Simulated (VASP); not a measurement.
# Be3Zn2Se5 (Imm2) in VASP: further runs

Runs on Be3Zn2Se5. Level: PBE. Tasks: single point.

All numbers are computed with VASP 6.6.1; they aren't measurements. Logs are shortened: lines on timing, memory, paths and dates and some standing lists are left out, and cuts for length are marked.

### Step 1. The cell of the first run

It takes space group Imm2 (No. 44, orthorhombic). Conventional cell: a = 3.789 Å, b = 18.945 Å, c = 5.359 Å, α = 90.00°, β = 90.00°, γ = 90.00°. Be (site symmetry m) has 4 Se at 2.32 Å within 3.1 Å. Within 3.1 Å of Be (site symmetry mm2) lie 4 Se at 2.32 Å. Within 3.1 Å of Zn (site symmetry m) lie 4 Se at 2.32 Å. Within 3.1 Å of Se (site symmetry m) lie 3 Zn at 2.32 Å and 1 Be at 2.32 Å. Se (site symmetry m) has 3 Be at 2.32 Å and 1 Zn at 2.32 Å within 3.1 Å. Within 3.1 Å of Se (site symmetry mm2) lie 4 Be at 2.32 Å.

### Step 2. Single point, PBE

The input, INCAR:

```
SYSTEM = Be3Zn2Se5
  PREC = Accurate
  ENCUT = 520
  EDIFF = 1E-6
  ISMEAR = 0
  SIGMA = 0.1
  LREAL = .FALSE.
  LASPH = .TRUE.
  NELM = 100
  ALGO = Normal
  ISIF = 2
  LWAVE = .FALSE.
  LCHARG = .TRUE.
  GGA = PE
  LELF = .TRUE.
  LVHAR = .TRUE.
  NBANDS = 41
```

The input, KPOINTS:

```
Automatic mesh
0
G
  6 6 6
  0 0 0
```

The input, POSCAR:

```
Be3Zn2Se5
1.0
   -1.8945352600      9.4726763200      2.6792774700
    1.8945352600     -9.4726763200      2.6792774700
    1.8945352600      9.4726763200     -2.6792774700
Be Zn Se
3 2 5
Direct
    0.1000000000      0.0000000000      0.1000000000
    0.5000000000      0.0000000000      0.5000000000
    0.9000000000      0.0000000000      0.9000000000
    0.3000000000      0.0000000000      0.3000000000
    0.7000000000      0.0000000000      0.7000000000
    0.9500000000      0.7500000000      0.2000000000
    0.1500000000      0.7500000000      0.4000000000
    0.3500000000      0.7500000000      0.6000000000
    0.5500000000      0.7500000000      0.8000000000
    0.7500000000      0.7500000000      0.0000000000
```

Potentials or basis: VASP PAW PBE potentials, release 64 (Be, Zn, Se).

The run is started by

```
cat potpaw_PBE.64/Be/POTCAR potpaw_PBE.64/Zn/POTCAR potpaw_PBE.64/Se/POTCAR > POTCAR
mpirun -np 1 vasp_std > vasp.out
```

OUTCAR:

```text
SYSTEM = Be3Zn2Se5
   PREC = Accurate
   ENCUT = 520
   EDIFF = 1E-6
   ISMEAR = 0
   LREAL = .FALSE.
   LASPH = .TRUE.
   NELM = 100
   ISIF = 2
   GGA = PE

 ion  position               nearest neighbor table
   1  0.100  0.000  0.100-   8 2.32   8 2.32  10 2.32   6 2.32
   2  0.500  0.000  0.500-  10 2.32  10 2.32   7 2.32   8 2.32
   3  0.900  0.000  0.900-   7 2.32   7 2.32   9 2.32  10 2.32
   4  0.300  0.000  0.300-   9 2.32   9 2.32   6 2.32   7 2.32
   5  0.700  0.000  0.700-   6 2.32   6 2.32   9 2.32   8 2.32
   6  0.950  0.750  0.200-   5 2.32   5 2.32   4 2.32   1 2.32
   7  0.150  0.750  0.400-   3 2.32   3 2.32   2 2.32   4 2.32
   8  0.350  0.750  0.600-   1 2.32   1 2.32   5 2.32   2 2.32
   9  0.550  0.750  0.800-   4 2.32   4 2.32   5 2.32   3 2.32
  10  0.750  0.750  0.000-   2 2.32   2 2.32   1 2.32   3 2.32

  LATTYP: Found a body centered orthorhombic cell.
 ALAT       =     3.7890705200
 B/A-ratio  =     1.4142135681
 C/A-ratio  =     5.0000000106

  Lattice vectors:

 A1 = (   1.8945352600,  -9.4726763200,  -2.6792774700)
 A2 = (  -1.8945352600,  -9.4726763200,   2.6792774700)
 A3 = (  -1.8945352600,   9.4726763200,  -2.6792774700)

Analysis of symmetry for initial positions (statically):
=====================================================================
 Subroutine PRICEL returns:
 Original cell was already a primitive cell.

 Routine SETGRP: Setting up the symmetry group for a
 body centered orthorhombic supercell.

 Subroutine GETGRP returns: Found  4 space group operations
 (whereof  4 operations were pure point group operations)
 out of a pool of  8 trial point group operations.

The static configuration has the point symmetry C_2v.

Analysis of symmetry for dynamics (positions and initial velocities):
=====================================================================
 Subroutine PRICEL returns:
 Original cell was already a primitive cell.

 Routine SETGRP: Setting up the symmetry group for a
 body centered orthorhombic supercell.

 Subroutine GETGRP returns: Found  4 space group operations
 (whereof  4 operations were pure point group operations)
 out of a pool of  8 trial point group operations.

The dynamic configuration has the point symmetry C_2v.

 Subroutine INISYM returns: Found  4 space group operations
 (whereof  4 operations are pure point group operations),
 and found     1 'primitive' translations

[... 117 lines left out ...]
   ISYM   =      2    0-nonsym 1-usesym 2-fastsym
   POTIM  = 0.5000    time-step for ionic-motion
   TEBEG  =    0.0;   TEEND  =   0.0 temperature during run
   PSTRESS=    0.0 pullay stress
   NELECT =      60.0000    total number of electrons
   NUPDOWN=      -1.0000    fix difference up-down
   EMIN   =  10.00;   EMAX   =-10.00  energy-range for DOS
   EFERMI =   0.00;   METHOD = LEGACY
   ISMEAR =     0;   SIGMA  =   0.10  broadening in eV -4-tet -1-fermi 0-gaus
   EFERMI_NEDOS =   21; number of points for ismear=-14 and -15
   IALGO  =     38    algorithm
   IMIX   =      4    mixing-type and parameters
     AMIX     =   0.40;   BMIX     =  1.00
     AMIX_MAG =   1.60;   BMIX_MAG =  1.00
  volume/ion in A,a.u.               =      19.23       129.79
  Fermi-wavevector in a.u.,A,eV,Ry     =   1.110301  2.098165 16.772843  1.232769
  Thomas-Fermi vector in A             =   2.246851
   LORBIT       =      0    0 simple, 1 ext, 2 COOP (PROOUT), +10 PAW based schemes
   GGA     = PE    functional components
   LHFCALC =     F    Hartree Fock is set to
   AEXX    =    0.0000 exact exchange contribution
   IVDW    =     0    specifies the selected vdW correction
   LEPSILON=     F    determine dielectric tensor
   LRPA    =     F    only Hartree local field effects (RPA)
 non-spin polarized calculation
 Gauss-broadening in eV      SIGMA  =   0.10
  energy-cutoff  :      520.00
  volume of cell :      192.33
 maximum number of plane-waves:      5216
 NGX is ok and might be reduce to    80
   NGX = 37   NGY = 37   NGZ = 37

 number of electron      60.0000004 magnetization

 Free energy of the ion-electron system (eV)
  ---------------------------------------------------
  ext. energy  EPLUGINS =         0.00000000
  ---------------------------------------------------
  free energy    TOTEN  =       -37.57776117 eV

  energy without entropy =      -37.57776117  energy(sigma->0) =      -37.57776117

 E-fermi :   3.2458     XC(G=0):  -9.4107

 val. band max:        2.7705508753   @ k =   0.0000   0.0000   0.0000
 cond. band min:       5.3508373257   @ k =   0.5000   0.5000   0.5000
 fundamental gap:      2.5802864504
 Fermi energy:         3.2458351209

 k-point     1 :       0.0000    0.0000    0.0000
  band No.  band energies     occupation
      1     -11.0815      2.00000
      2     -10.2637      2.00000
      3     -10.2084      2.00000
      4      -9.6713      2.00000
      5      -9.4007      2.00000
      6      -4.1776      2.00000
[... 1045 lines left out ...]
     40       8.8570      0.00000
     41       9.1182      0.00000

 [... further k-points ...]

------------------------ aborting loop because EDIFF is reached ----------------------------------------

  FORCE on cell =-STRESS in cart. coord.  units (eV):
  Direction    XX          YY          ZZ          XY          YZ          ZX
  --------------------------------------------------------------------------------------
  -------------------------------------------------------------------------------------
  Total        4.4827060      4.3594905      4.3849567      0.0000000      0.0000000      0.0000000
  in kB       37.3420163     36.3156019     36.5277414      0.0000000      0.0000000      0.0000000
  external PRESSURE =      36.7284532 kB  Pullay stress =       0.0000000 kB

 VOLUME and BASIS-vectors are now :
 -----------------------------------------------------------------------------
  energy-cutoff  :      520.00
  volume of cell :      192.33
      direct lattice vectors                 reciprocal lattice vectors
    -1.894535260  9.472676320  2.679277470     0.000000000  0.052783393  0.186617476
     1.894535260 -9.472676320  2.679277470     0.263916967  0.000000000  0.186617476
     1.894535260  9.472676320 -2.679277470     0.263916967  0.052783393  0.000000000

 POSITION                                       TOTAL-FORCE (eV/Angst)
 -----------------------------------------------------------------------------------
      0.00000      1.89454      0.00000         0.000000     -0.032924     -0.023202
      0.00000      9.47268      0.00000         0.000000     -0.000000     -0.022896
      0.00000     17.05082      0.00000         0.000000      0.032924     -0.023202
      0.00000      5.68361      0.00000         0.000000      0.034699      0.025137
      0.00000     13.26175      0.00000         0.000000     -0.034699      0.025137
      0.00000      3.78907      4.01892         0.000000     -1.485962      1.077753
      1.89454     -1.89454      1.33964        -0.000000      1.467431     -1.048285
      1.89454      1.89454      1.33964         0.000000     -1.467431     -1.048285
      1.89454      5.68361      1.33964        -0.000000      1.485962      1.077753
      0.00000      0.00000      4.01892         0.000000     -0.000000     -0.039908
 -----------------------------------------------------------------------------------
    total drift:                                0.000001      0.000007      0.000043

  FREE ENERGIE OF THE ION-ELECTRON SYSTEM (eV)
  ---------------------------------------------------
  free  energy   TOTEN  =       -37.5777611730 eV

  energy  without entropy=      -37.5777611730  energy(sigma->0) =      -37.57776117
```

stdout:

```text
POSCAR found type information on POSCAR BeZnSe
 POSCAR found :  3 types and      10 ions
 scaLAPACK will be used
 LDA part: xc-table for (Slater+PW92), standard interpolation
 POSCAR, INCAR and KPOINTS ok, starting setup
 FFT: planning ... GRIDC
 FFT: planning ... GRID_SOFT
 FFT: planning ... GRID
 WAVECAR not read
 entering main loop
```

Wall time 21 min (1 thread of Intel Xeon Platinum 8488C (Sapphire Rapids), shared host); peak memory 1.1 GiB.

What came out:

- Free energy: -37.5778 eV
- Pressure: 3.7 GPa
- Largest force: 1.836 eV/Å
- Band gap on the k mesh: 2.58 eV (least direct gap 2.59 eV)

Forces on the atoms (eV/Å):
```
Be   0.000 -0.033 -0.023
Be   0.000  0.000 -0.023
Be   0.000  0.033 -0.023
Zn   0.000  0.035  0.025
Zn   0.000 -0.035  0.025
Se   0.000 -1.486  1.078
Se   0.000  1.467 -1.048
Se   0.000 -1.467 -1.048
Se   0.000  1.486  1.078
Se   0.000  0.000 -0.040
```

Caveat: the cell stands under pressure; forces of over 1 eV/Å act on the atoms, so gaps and moduli don't describe the material at rest. A k mesh can miss the band edges.

### Step 3. Single point, PBE

This run uses another cell than the first one, of 19.66 Å³/atom.

The input, INCAR:

```
PREC = Accurate
ENCUT = 520
EDIFF = 1E-6
ISMEAR = 0
SIGMA = 0.1
LREAL = F
LASPH = T
NELM = 80
ALGO = Normal
ISIF = 2
LWAVE = F
LCHARG = T
GGA = PE
LELF = T
LVHAR = T
NBANDS = 41
```

The input, KPOINTS:

```
regular mesh
0
Gamma
  6 6 6
```

The input, POSCAR:

```
Be3Zn2Se5
1.0
   -1.9025983110      9.5946907698      2.6926888049
    1.9025983110     -9.5946907698      2.6926888049
    1.9025983110      9.5946907698     -2.6926888049
Be Zn Se
3 2 5
Direct
    0.0904782440     -0.0021404133      0.0926186573
    0.4941564547     -0.0058435453      0.5000000000
    0.9052409294     -0.0021404133      0.9073813427
    0.3041400102     -0.0002033777      0.3043433879
    0.6954532344     -0.0002033777      0.6956566121
    0.9723615366      0.7805401193      0.1918214173
    0.1406295643      0.7322290772      0.4084004871
    0.3238285901      0.7322290772      0.5915995129
    0.5887187020      0.7805401193      0.8081785827
    0.7349927341      0.7349927341      0.0000000000
```

Potentials or basis: VASP PAW PBE potentials, release 64 (Be, Zn, Se).

The run is started by

```
cat potpaw_PBE.64/Be/POTCAR potpaw_PBE.64/Zn/POTCAR potpaw_PBE.64/Se/POTCAR > POTCAR
mpirun -np 1 vasp_std > vasp.out
```

Wall time 24 min (1 thread of Intel Xeon Platinum 8488C (Sapphire Rapids), shared host); peak memory 1.1 GiB.

Results (log left out):

* Free energy: -38.3667 eV
* Pressure: 0.2 GPa
* Largest force: 0.029 eV/Å
* Band gap on the k mesh: 2.36 eV

Forces on the atoms (eV/Å):
```
Be   0.000  0.005 -0.013
Be   0.000  0.000 -0.017
Be   0.000 -0.005 -0.013
Zn   0.000  0.001 -0.007
Zn   0.000 -0.001 -0.007
Se   0.000 -0.021  0.020
Se   0.000  0.022  0.004
Se   0.000 -0.022  0.004
Se   0.000  0.021  0.020
Se   0.000  0.000  0.008
```

Stress tensor (GPa, compression positive):
```
0.31 0.00 0.00
0.00 0.14 0.00
0.00 0.00 0.24
```

Levels at points of the mesh, in eV from the valence-band top:
| k point | band 26 | band 27 | band 28 | band 29 | band 30 | band 31 | band 32 | band 33 | band 34 | band 35 |
| --- | --- | --- | --- | --- | --- | --- | --- | --- | --- | --- |
| (0.00, 0.00, 0.00) | -0.94 | -0.75 | -0.29 | -0.25 | -0.02 | 2.39 | 2.97 | 3.57 | 4.22 | 4.25 |
| (0.50, 0.00, 0.00) | -1.49 | -1.18 | -1.04 | -0.78 | -0.73 | 3.12 | 3.35 | 3.83 | 3.96 | 4.09 |
| (0.00, 0.50, 0.00) | -2.35 | -1.71 | -1.50 | -1.15 | -1.15 | 2.94 | 3.94 | 4.55 | 5.15 | 5.36 |
| (0.50, 0.50, 0.00) | -2.50 | -2.45 | -2.24 | -1.58 | -1.41 | 2.57 | 3.34 | 3.43 | 3.55 | 3.93 |
| (0.50, 0.50, 0.50) | -1.35 | -0.96 | -0.94 | -0.56 | 0.00 | 2.36 | 3.41 | 3.46 | 3.83 | 4.04 |
